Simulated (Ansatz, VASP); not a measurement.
Two plane-wave programs on Se

Contents of INCAR:

```
PREC = Accurate
ENCUT = 600
EDIFF = 1E-6
ISMEAR = -1
SIGMA = 0.03
LREAL = F
LASPH = T
NELM = 100
ALGO = Normal
ISIF = 3
LWAVE = F
LCHARG = F
GGA = PE
IBRION = 2
NSW = 100
EDIFFG = -0.005
```

Contents of KPOINTS:

```
Automatic mesh
0
Gamma
  16 16 16
```

POSCAR

```
Se
1.0
    0.0000000000      1.7717639764      1.7717639764
    1.7717639764      0.0000000000      1.7717639764
    1.7717639764      1.7717639764      0.0000000000
Se
1
Direct
    0.0000000000      0.0000000000      0.0000000000
```

Input for Ansatz:

```yaml
crystal:
  lattice:
    - [0.0, 1.7717639764, 1.7717639764]
    - [1.7717639764, 0.0, 1.7717639764]
    - [1.7717639764, 1.7717639764, 0.0]
  atoms:
    - { symbol: Se, position: [0.0, 0.0, 0.0] }
kpoints:
  mp_grid: { grid: [16, 16, 16] }
scf:
  occupations: { method: fermi_dirac, width: 0.03 }
hamiltonian:
  xc: pbe
  pseudopotentials: { kind: paw }
output:
  forces: true
  stress: true
relax:
  f_tol: 0.005
  max_steps: 80
  cell: {}
```

Alike in both runs: task relaxation of cell and atoms; functional PBE; k mesh 16 × 16 × 16; occupations fermi-dirac, width 0.03 eV; no spin polarisation.

```csv
,VASP,Ansatz
version,VASP 6.6.1,Ansatz 0.2.0
potentials or method,"VASP PAW PBE potentials, release 64 (Se)","PAW with Ansatz's default frozen-core files, scalar-relativistic"
plane-wave cutoff (eV),600,420
valence electrons in the cell,6,16
```

```tsv
	VASP	Ansatz	Ansatz less VASP
relaxed volume (Å³/atom)	20.32	20.33	+0.014
relaxed cell length with the largest relative difference (Å)	3.063	3.064	+0.0007
```

VASP's potentials hold 6 valence electrons a cell and Ansatz's 16, so a difference there can come from the potentials and not from the codes.

Noted on VASP's run: the volume moved by over 15 % at a fixed basis, so the end points are rough.
